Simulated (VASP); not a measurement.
Input of a VASP 6.6.1 run:

Contents of INCAR:

```
PREC = Accurate
ENCUT = 500
EDIFF = 1E-6
ISMEAR = 0
SIGMA = 0.01
LREAL = F
LASPH = T
NELM = 120
ALGO = Normal
ISIF = 2
LWAVE = F
LCHARG = F
GGA = LIBXC
LIBXC1 = GGA_X_PBE
LIBXC2 = GGA_C_PBE_SOL
NBANDS = 13
GGA_COMPAT = F
```

File KPOINTS:

```
regular mesh
0
Gamma
  9 9 9
```

Contents of POSCAR:

```
Pb
1.0
   -1.9392470115      1.9392470115      1.9392470115
    1.9392470115     -1.9392470115      1.9392470115
    1.9392470115      1.9392470115     -1.9392470115
Pb
1
Direct
    0.0000000000      0.0000000000      0.0000000000
```

Potentials or basis: VASP PAW PBE potentials, release 64 (Pb_d).

The run is started by

```sh
$ cat potpaw_PBE.64/Pb_d/POTCAR > POTCAR
$ mpirun -np 1 vasp_std > vasp.out
```

Question: What does it give for the band gap on the k mesh?

Answer: Zero (bands 7 and 8 overlap by 10.05 eV).

Question: Estimate the pressure.

Answer: 4.7 GPa.

Caveat: the cell stands under pressure; the PAW data sets were made with another functional, which shifts forces and pressure a little; spin-orbit coupling is left out, which moves the levels of the heavy elements.
